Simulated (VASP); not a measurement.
# ZnS in VASP: notebook

The runs below take ZnS through single point, with PBE.

Everything below comes from runs of VASP 6.6.1. Logs are shortened: lines on timing, memory, paths and dates and some standing lists are left out, and cuts for length are marked.

### Step 1. The cell of the first run

It takes space group I-4m2 (No. 119, tetragonal). The conventional cell has a = 3.748 Å, b = 3.748 Å, c = 5.409 Å, α = 90.00°, β = 90.00°, γ = 90.00°. Within 3.1 Å of Zn (site symmetry -4m2) lie 4 S at 2.31 Å. S (site symmetry -4m2) has 4 Zn at 2.31 Å within 3.1 Å.

### Step 2. Single point, PBE (equal xx and yy strain of -2 %)

INCAR reads:

```
SYSTEM = ZnS
PREC = Accurate ; ENCUT = 520
EDIFF = 1E-6 ; ISMEAR = -1
SIGMA = 0.01 ; LREAL = .False.
LASPH = .True. ; NELM = 60
ALGO = Normal ; ISIF = 2
LWAVE = .False. ; LCHARG = .False.
GGA = PE ; NBANDS = 16
```

KPOINTS reads:

```
regular mesh
0
Gamma
  8 8 8
  0 0 0
```

POSCAR reads:

```
ZnS
1.0
    0.0000000000      2.6505570000      2.7046500000
    2.6505570000      0.0000000000      2.7046500000
    2.6505570000      2.6505570000      0.0000000000
Zn S
1 1
Direct
    0.0000000000      0.0000000000      0.0000000000
    0.7500000000      0.7500000000      0.7500000000
```

Potentials or basis: VASP PAW PBE potentials, release 64 (Zn, S).

Run with:

```bash
$ cat potpaw_PBE.64/Zn/POTCAR potpaw_PBE.64/S/POTCAR > POTCAR
$ mpirun -np 1 vasp_std > vasp.out
```

OUTCAR:

```text
SYSTEM = ZnS
   PREC = Accurate
   ENCUT = 520
   EDIFF = 1E-6
   ISMEAR = -1
   LREAL = .False.
   LASPH = .True.
   NELM = 60
   ISIF = 2
   GGA = PE

 ion  position               nearest neighbor table
   1  0.000  0.000  0.000-   2 2.31   2 2.31   2 2.31   2 2.31
   2  0.750  0.750  0.750-   1 2.31   1 2.31   1 2.31   1 2.31

  LATTYP: Found a body centered tetragonal cell.
 ALAT       =     3.7484536572
 C/A-ratio  =     1.4430750636

  Lattice vectors:

 A1 = (  -2.6505570000,   0.0000000000,   2.7046500000)
 A2 = (   2.6505570000,   0.0000000000,   2.7046500000)
 A3 = (   0.0000000000,   2.6505570000,  -2.7046500000)

Analysis of symmetry for initial positions (statically):
=====================================================================
 Subroutine PRICEL returns:
 Original cell was already a primitive cell.

 Routine SETGRP: Setting up the symmetry group for a
 body centered tetragonal supercell.

 Subroutine GETGRP returns: Found  8 space group operations
 (whereof  8 operations were pure point group operations)
 out of a pool of 16 trial point group operations.

The static configuration has the point symmetry D_2d.

Analysis of symmetry for dynamics (positions and initial velocities):
=====================================================================
 Subroutine PRICEL returns:
 Original cell was already a primitive cell.

 Routine SETGRP: Setting up the symmetry group for a
 body centered tetragonal supercell.

 Subroutine GETGRP returns: Found  8 space group operations
 (whereof  8 operations were pure point group operations)
 out of a pool of 16 trial point group operations.

The dynamic configuration has the point symmetry D_2d.

 Subroutine INISYM returns: Found  8 space group operations
 (whereof  8 operations are pure point group operations),
 and found     1 'primitive' translations

----------------------------------------------------------------------------------------

                                     Primitive cell

  volume of cell :      38.0028

  direct lattice vectors                    reciprocal lattice vectors
     0.000000000  2.650557000  2.704650000    -0.188639595  0.188639595  0.184866803
     2.650557000  0.000000000  2.704650000     0.188639595 -0.188639595  0.184866803
     2.650557000  2.650557000  0.000000000     0.188639595  0.188639595 -0.184866803

[... 73 lines left out ...]
 SYSTEM =  ZnS
   PREC   = accura    normal or accurate (medium, high low for compatibility)
   ISTART =      0    job   : 0-new  1-cont  2-samecut
   ICHARG =      2    charge: 1-file 2-atom 10-const
   ISPIN  =      1    spin polarized calculation?
   LNONCOLLINEAR =      F non collinear calculations
   LSORBIT =      F    spin-orbit coupling
   LASPH  =      T    aspherical Exc in radial PAW
   ENCUT  =  520.0 eV  38.22 Ry    6.18 a.u.   7.04  7.04  6.97*2*pi/ulx,y,z
   NELM   =     60;   NELMIN=  2; NELMDL= -5     # of ELM steps
   EDIFF  = 0.1E-05   stopping-criterion for ELM
   LREAL  =      F    real-space projection
   EDIFFG = 0.1E-04   stopping-criterion for IOM
   NSW    =      0    number of steps for IOM
   IBRION =     -1    ionic relax: 0-MD 1-quasi-New 2-CG
   NFREE  =      0    steps in history (QN), initial steepest desc. (CG)
   ISIF   =      2    stress and relaxation
   ISYM   =      2    0-nonsym 1-usesym 2-fastsym
   POTIM  = 0.5000    time-step for ionic-motion
   TEBEG  =    0.0;   TEEND  =   0.0 temperature during run
   PSTRESS=    0.0 pullay stress
   NELECT =      18.0000    total number of electrons
   NUPDOWN=      -1.0000    fix difference up-down
   EMIN   =  10.00;   EMAX   =-10.00  energy-range for DOS
   EFERMI =   0.00;   METHOD = LEGACY
   ISMEAR =    -1;   SIGMA  =   0.01  broadening in eV -4-tet -1-fermi 0-gaus
   EFERMI_NEDOS =   21; number of points for ismear=-14 and -15
   IALGO  =     38    algorithm
   IMIX   =      4    mixing-type and parameters
     AMIX     =   0.40;   BMIX     =  1.00
     AMIX_MAG =   1.60;   BMIX_MAG =  1.00
  volume/ion in A,a.u.               =      19.00       128.23
  Fermi-wavevector in a.u.,A,eV,Ry     =   1.276127  2.411530 22.157087  1.628500
  Thomas-Fermi vector in A             =   2.408801
   LORBIT       =      0    0 simple, 1 ext, 2 COOP (PROOUT), +10 PAW based schemes
   GGA     = PE    functional components
   LHFCALC =     F    Hartree Fock is set to
   AEXX    =    0.0000 exact exchange contribution
   IVDW    =     0    specifies the selected vdW correction
   LEPSILON=     F    determine dielectric tensor
   LRPA    =     F    only Hartree local field effects (RPA)
 non-spin polarized calculation
  energy-cutoff  :      520.00
  volume of cell :       38.00
 maximum number of plane-waves:      1038
   NGX = 15   NGY = 15   NGZ = 13

 number of electron      18.0000020 magnetization

 Free energy of the ion-electron system (eV)
  ---------------------------------------------------
  ext. energy  EPLUGINS =         0.00000000
  ---------------------------------------------------
  free energy    TOTEN  =        -6.81589766 eV

  energy without entropy =       -6.81589766  energy(sigma->0) =       -6.81589766

 E-fermi :   2.7279     XC(G=0):  -9.8082

 val. band max:        2.4890493186   @ k =   0.0000   0.0000   0.0000
 cond. band min:       4.7429949401   @ k =   0.0000   0.0000   0.0000
 fundamental gap:      2.2539456215
 Fermi energy:         2.7278821122

 k-point     1 :       0.0000    0.0000    0.0000
  band No.  band energies     occupation
      1     -10.9438      2.00000
      2      -4.0399      2.00000
      3      -4.0269      2.00000
      4      -4.0269      2.00000
      5      -3.4918      2.00000
      6      -3.4847      2.00000
[... 433 lines left out ...]
      3      -3.8949      2.00000
      4      -3.8440      2.00000
      5      -3.4862      2.00000
      6      -3.4500      2.00000
[... 8 lines left out ...]
     15      15.2273      0.00000
     16      15.7192      0.00000

 [... further k-points ...]
[... 5 lines left out ...]
  --------------------------------------------------------------------------------------
  -------------------------------------------------------------------------------------
  Total        1.2228506      1.2228506      1.0305625      0.0000000     -0.0000000      0.0000000
  in kB       51.5547400     51.5547400     43.4479783      0.0000000     -0.0000000      0.0000000
  external PRESSURE =      48.8524861 kB  Pullay stress =       0.0000000 kB

 VOLUME and BASIS-vectors are now :
 -----------------------------------------------------------------------------
  energy-cutoff  :      520.00
  volume of cell :       38.00
      direct lattice vectors                 reciprocal lattice vectors
     0.000000000  2.650557000  2.704650000    -0.188639595  0.188639595  0.184866803
     2.650557000  0.000000000  2.704650000     0.188639595 -0.188639595  0.184866803
     2.650557000  2.650557000  0.000000000     0.188639595  0.188639595 -0.184866803

 POSITION                                       TOTAL-FORCE (eV/Angst)
 -----------------------------------------------------------------------------------
      0.00000      0.00000      0.00000        -0.000000      0.000000      0.000000
      3.97584      3.97584      4.05697         0.000000     -0.000000     -0.000000
 -----------------------------------------------------------------------------------
    total drift:                               -0.000002     -0.000002     -0.000002

  FREE ENERGIE OF THE ION-ELECTRON SYSTEM (eV)
  ---------------------------------------------------
  free  energy   TOTEN  =        -6.8158976611 eV

  energy  without entropy=       -6.8158976611  energy(sigma->0) =       -6.81589766
```

OSZICAR:

```text
N       E                     dE             d eps       ncg     rms          rms(c)
DAV:   1     0.882098438711E+02    0.88210E+02   -0.89980E+03  1912   0.137E+03
DAV:   2    -0.158697790108E+01   -0.89797E+02   -0.83568E+02  2160   0.260E+02
DAV:   3    -0.718670880489E+01   -0.55997E+01   -0.55761E+01  2296   0.632E+01
DAV:   4    -0.724541002823E+01   -0.58701E-01   -0.58687E-01  2344   0.670E+00
DAV:   5    -0.724609281576E+01   -0.68279E-03   -0.68277E-03  2368   0.693E-01    0.738E+00
DAV:   6    -0.683814656329E+01    0.40795E+00   -0.73893E-01  2832   0.307E+01    0.573E+00
DAV:   7    -0.681630900738E+01    0.21838E-01   -0.26353E-01  2280   0.473E+00    0.287E+00
DAV:   8    -0.681555637085E+01    0.75264E-03   -0.54961E-03  2552   0.102E+00    0.757E-01
DAV:   9    -0.681574228739E+01   -0.18592E-03   -0.13604E-03  2328   0.289E-01    0.932E-02
DAV:  10    -0.681589693885E+01   -0.15465E-03   -0.20333E-04  2288   0.104E-01    0.314E-02
DAV:  11    -0.681589705278E+01   -0.11392E-06   -0.29189E-05  2328   0.411E-02    0.773E-03
DAV:  12    -0.681589766106E+01   -0.60828E-06   -0.35872E-06  2344   0.122E-02
   1 F= -.68158977E+01 E0= -.68158977E+01  d E =-.825027E-13
```

stdout:

```text
POSCAR found type information on POSCAR ZnS
 POSCAR found :  2 types and       2 ions
 scaLAPACK will be used
 LDA part: xc-table for (Slater+PW92), standard interpolation
 POSCAR, INCAR and KPOINTS ok, starting setup
 FFT: planning ... GRIDC
 FFT: planning ... GRID_SOFT
 FFT: planning ... GRID
 WAVECAR not read
 entering main loop
```

Run time: 24 s. Hardware: 1 thread of Intel Xeon Platinum 8375C at 2.90GHz (Ice Lake), shared host; peak memory 0.17 GiB.

What came out:

| Item | Value |
| --- | --- |
| Free energy | -6.8159 eV |
| Pressure | 4.9 GPa |
| Band gap on the k mesh | 2.25 eV, direct |

Caveat: the cell differs from its parent crystal (equal xx and yy strain of -2 %).

(Continued in part 2 of 2.)
